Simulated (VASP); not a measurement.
# BN (P6_3mc) in VASP: notebook

Runs on BN. Level: PBE. Tasks: single point.

Everything below comes from runs of VASP 6.6.1. Logs are shortened: lines on timing, memory, paths and dates and some standing lists are left out, and cuts for length are marked.

## (1) The cell of the first run

The structure is hexagonal, space group P6_3mc (No. 186). Conventional cell: a = 2.502 Å, b = 2.502 Å, c = 4.138 Å, α = 90.00°, β = 90.00°, γ = 120.00°. B (site symmetry 3m) has 4 N at 1.54 to 1.55 Å within 2.0 Å. Within 2.0 Å of N (site symmetry 3m) lie 4 B at 1.54 to 1.55 Å.

## (2) Single point, PBE (5.61 Å³/atom)

INCAR

```
  PREC = Accurate
  ENCUT = 520
  EDIFF = 1E-6
  ISMEAR = 0
  SIGMA = 0.01
  LREAL = F
  LASPH = T
  NELM = 60
  ALGO = Normal
  ISIF = 2
  LWAVE = F
  LCHARG = F
  GGA = PE
  NBANDS = 16
```

KPOINTS

```
regular mesh
0
Gamma
  9 9 6
```

POSCAR

```
BN
1.0
    2.5023570295      0.0000000000      0.0000000000
   -1.2511785147      2.1671047569      0.0000000000
    0.0000000000      0.0000000000      4.1382926289
B N
2 2
Direct
    0.6666666667      0.3333333333      0.0001896661
    0.3333333333      0.6666666667      0.5001896661
    0.6666666667      0.3333333333      0.3748103339
    0.3333333333      0.6666666667      0.8748103339
```

Potentials or basis: VASP PAW PBE potentials, release 64 (B, N).

On the command line:

```bash
$ cat potpaw_PBE.64/B/POTCAR potpaw_PBE.64/N/POTCAR > POTCAR
$ mpirun -np 1 vasp_std > vasp.out
```

OUTCAR:

```text
PREC = Accurate
   ENCUT = 520
   EDIFF = 1E-6
   ISMEAR = 0
   LREAL = F
   LASPH = T
   NELM = 60
   ISIF = 2
   GGA = PE

 ion  position               nearest neighbor table
   1  0.667  0.333  0.000-   4 1.54   4 1.54   4 1.54   3 1.55
   2  0.333  0.667  0.500-   3 1.54   3 1.54   3 1.54   4 1.55
   3  0.667  0.333  0.375-   2 1.54   2 1.54   2 1.54   1 1.55
   4  0.333  0.667  0.875-   1 1.54   1 1.54   1 1.54   2 1.55

  LATTYP: Found a hexagonal cell.
 ALAT       =     2.5023570295
 C/A-ratio  =     1.6537578691

  Lattice vectors:

 A1 = (   2.5023570295,   0.0000000000,   0.0000000000)
 A2 = (  -1.2511785147,   2.1671047569,   0.0000000000)
 A3 = (   0.0000000000,   0.0000000000,   4.1382926289)

Analysis of symmetry for initial positions (statically):
=====================================================================
 Subroutine PRICEL returns:
 Original cell was already a primitive cell.

 Routine SETGRP: Setting up the symmetry group for a
 hexagonal supercell.

 Subroutine GETGRP returns: Found 12 space group operations
 (whereof  6 operations were pure point group operations)
 out of a pool of 24 trial point group operations.

The static configuration has the point symmetry C_3v.
 The point group associated with its full space group is C_6v.

Analysis of symmetry for dynamics (positions and initial velocities):
=====================================================================
 Subroutine PRICEL returns:
 Original cell was already a primitive cell.

 Routine SETGRP: Setting up the symmetry group for a
 hexagonal supercell.

 Subroutine GETGRP returns: Found 12 space group operations
 (whereof  6 operations were pure point group operations)
 out of a pool of 24 trial point group operations.

The dynamic configuration has the point symmetry C_3v.
 The point group associated with its full space group is C_6v.

 Subroutine INISYM returns: Found 12 space group operations
 (whereof  6 operations are pure point group operations),
 and found     1 'primitive' translations

----------------------------------------------------------------------------------------

                                     Primitive cell

  volume of cell :      22.4414

  direct lattice vectors                    reciprocal lattice vectors
[... 91 lines left out ...]
   EDIFF  = 0.1E-05   stopping-criterion for ELM
   LREAL  =      F    real-space projection
   EDIFFG = 0.1E-04   stopping-criterion for IOM
   NSW    =      0    number of steps for IOM
   IBRION =     -1    ionic relax: 0-MD 1-quasi-New 2-CG
   NFREE  =      0    steps in history (QN), initial steepest desc. (CG)
   ISIF   =      2    stress and relaxation
   ISYM   =      2    0-nonsym 1-usesym 2-fastsym
   POTIM  = 0.5000    time-step for ionic-motion
   TEBEG  =    0.0;   TEEND  =   0.0 temperature during run
   PSTRESS=    0.0 pullay stress
   NELECT =      16.0000    total number of electrons
   NUPDOWN=      -1.0000    fix difference up-down
   EMIN   =  10.00;   EMAX   =-10.00  energy-range for DOS
   EFERMI =   0.00;   METHOD = LEGACY
   ISMEAR =     0;   SIGMA  =   0.01  broadening in eV -4-tet -1-fermi 0-gaus
   EFERMI_NEDOS =   21; number of points for ismear=-14 and -15
   IALGO  =     38    algorithm
   IMIX   =      4    mixing-type and parameters
     AMIX     =   0.40;   BMIX     =  1.00
     AMIX_MAG =   1.60;   BMIX_MAG =  1.00
  volume/ion in A,a.u.               =       5.61        37.86
  Fermi-wavevector in a.u.,A,eV,Ry     =   1.462507  2.763738 29.101876  2.138928
  Thomas-Fermi vector in A             =   2.578712
   LORBIT       =      0    0 simple, 1 ext, 2 COOP (PROOUT), +10 PAW based schemes
   GGA     = PE    functional components
   LHFCALC =     F    Hartree Fock is set to
   AEXX    =    0.0000 exact exchange contribution
   IVDW    =     0    specifies the selected vdW correction
   LEPSILON=     F    determine dielectric tensor
   LRPA    =     F    only Hartree local field effects (RPA)
 non-spin polarized calculation
 Gauss-broadening in eV      SIGMA  =   0.01
  energy-cutoff  :      520.00
  volume of cell :       22.44
 maximum number of plane-waves:       622
 NGX is ok and might be reduce to    20
   NGX =  9   NGY =  9   NGZ = 15

 number of electron      15.9999998 magnetization

 Free energy of the ion-electron system (eV)
  ---------------------------------------------------
  ext. energy  EPLUGINS =         0.00000000
  ---------------------------------------------------
  free energy    TOTEN  =       -34.71744751 eV

  energy without entropy =      -34.71744751  energy(sigma->0) =      -34.71744751

 E-fermi :   8.3844     XC(G=0): -13.0686

 val. band max:        8.2179095995   @ k =   0.0000   0.0000   0.0000
 cond. band min:      13.3255501036   @ k =   0.3333   0.3333   0.0000
 fundamental gap:      5.1076405041
 Fermi energy:         8.3843735110

 k-point     1 :       0.0000    0.0000    0.0000
  band No.  band energies     occupation
      1     -12.7977      2.00000
      2      -8.3955      2.00000
      3      -3.2014      2.00000
      4       5.9788      2.00000
      5       5.9788      2.00000
      6       7.9339      2.00000
[... 433 lines left out ...]
      3      -1.3469      2.00000
      4       0.1241      2.00000
      5       0.1241      2.00000
      6       2.0408      2.00000
[... 8 lines left out ...]
     15      25.0777      0.00000
     16      25.0777      0.00000

 [... further k-points ...]

------------------------ aborting loop because EDIFF is reached ----------------------------------------

  FORCE on cell =-STRESS in cart. coord.  units (eV):
  Direction    XX          YY          ZZ          XY          YZ          ZX
  --------------------------------------------------------------------------------------
  -------------------------------------------------------------------------------------
  Total        3.6594381      3.6594381      3.6991334      0.0000000      0.0000000      0.0000000
  in kB      261.2610161    261.2610161    264.0950149      0.0000000      0.0000000      0.0000000
  external PRESSURE =     262.2056824 kB  Pullay stress =       0.0000000 kB

 VOLUME and BASIS-vectors are now :
 -----------------------------------------------------------------------------
  energy-cutoff  :      520.00
  volume of cell :       22.44
      direct lattice vectors                 reciprocal lattice vectors
     2.502357030  0.000000000  0.000000000     0.399623231  0.230722580  0.000000000
    -1.251178515  2.167104757  0.000000000     0.000000000  0.461445159  0.000000000
     0.000000000  0.000000000  4.138292629     0.000000000  0.000000000  0.241645550

 POSITION                                       TOTAL-FORCE (eV/Angst)
 -----------------------------------------------------------------------------------
      1.25118      0.72237      0.00078        -0.000000      0.000000      0.051420
     -0.00000      1.44474      2.06993         0.000000      0.000000      0.051420
      1.25118      0.72237      1.55107        -0.000000     -0.000000     -0.051420
     -0.00000      1.44474      3.62022         0.000000      0.000000     -0.051420
 -----------------------------------------------------------------------------------
    total drift:                                0.000000      0.000000     -0.000431

  FREE ENERGIE OF THE ION-ELECTRON SYSTEM (eV)
  ---------------------------------------------------
  free  energy   TOTEN  =       -34.7174475063 eV

  energy  without entropy=      -34.7174475063  energy(sigma->0) =      -34.71744751
```

stdout:

```text
POSCAR found type information on POSCAR B N
 POSCAR found :  2 types and       4 ions
 scaLAPACK will be used
 LDA part: xc-table for (Slater+PW92), standard interpolation
 POSCAR, INCAR and KPOINTS ok, starting setup
 FFT: planning ... GRIDC
 FFT: planning ... GRID_SOFT
 FFT: planning ... GRID
 WAVECAR not read
 entering main loop
```

Run time: 16 s. Hardware: 1 thread of Intel Xeon 6975P-C (Granite Rapids), shared host; peak memory 0.13 GiB.

Results:

- Free energy: -34.7174 eV
- Pressure: 26.2 GPa
- Largest force: 0.051 eV/Å
- Band gap on the k mesh: 5.11 eV (least direct gap 8.54 eV)

Forces in eV/Å, atoms in the order of the input:
```
B    0.000  0.000  0.051
B    0.000  0.000  0.051
N    0.000  0.000 -0.051
N    0.000  0.000 -0.051
```

Caveat: the cell stands under pressure; an odd mesh through Γ misses points on the zone boundary, where band edges can lie.

## (3) Single point, PBE (5.79 Å³/atom)

This run uses another cell than the first one, of 5.79 Å³/atom.

INCAR

```
  PREC = Accurate
  ENCUT = 520
  EDIFF = 1E-7
  ISMEAR = 0
  SIGMA = 0.01
  LREAL = False
  LASPH = True
  NELM = 80
  ALGO = Normal
  ISIF = 2
  LWAVE = False
  LCHARG = False
  GGA = PE
  NBANDS = 16
```

KPOINTS

```
Automatic mesh
0
Gamma
  9 9 6
```

POSCAR

```
BN
1.0
    2.5286995656      0.0000000000      0.0000000000
   -1.2643497828      2.1899180624      0.0000000000
    0.0000000000      0.0000000000      4.1818568053
B N
2 2
Direct
    0.6666666667      0.3333333333      0.0001896661
    0.3333333333      0.6666666667      0.5001896661
    0.6666666667      0.3333333333      0.3748103339
    0.3333333333      0.6666666667      0.8748103339
```

Potentials or basis: VASP PAW PBE potentials, release 64 (B, N).

On the command line:

```bash
$ cat potpaw_PBE.64/B/POTCAR potpaw_PBE.64/N/POTCAR > POTCAR
$ mpirun -np 1 vasp_std > vasp.out
```

Run time: 19 s. Hardware: 1 thread of Intel Xeon 6975P-C (Granite Rapids), shared host; peak memory 0.13 GiB.

The run converged. Its results:

| Item | Value |
| --- | --- |
| Free energy | -34.8041 eV |
| Pressure | 12.3 GPa |
| Largest force | 0.025 eV/Å |
| Band gap on the k mesh | 5.16 eV (least direct gap 8.38 eV) |

Forces in eV/Å, atoms in the order of the input:
```
B    0.000  0.000  0.025
B    0.000  0.000  0.025
N    0.000  0.000 -0.025
N    0.000  0.000 -0.025
```

Stress tensor (GPa, compression positive):
```
12.28  0.00  0.00
 0.00 12.28  0.00
 0.00  0.00 12.38
```

Levels at points of the mesh, in eV from the valence-band top:
```tsv
k point	band 6	band 7	band 8	band 9	band 10	band 11
(0.00, 0.00, 0.00)	-0.27	0.00	0.00	8.46	8.46	8.73
(0.00, 0.00, 0.50)	-1.20	-1.20	-1.20	9.69	9.69	10.04
```

Caveat: the cell stands under pressure; an odd mesh through Γ misses points on the zone boundary, where band edges can lie. A hybrid or GW would open this gap; PBE tends to underestimate it.
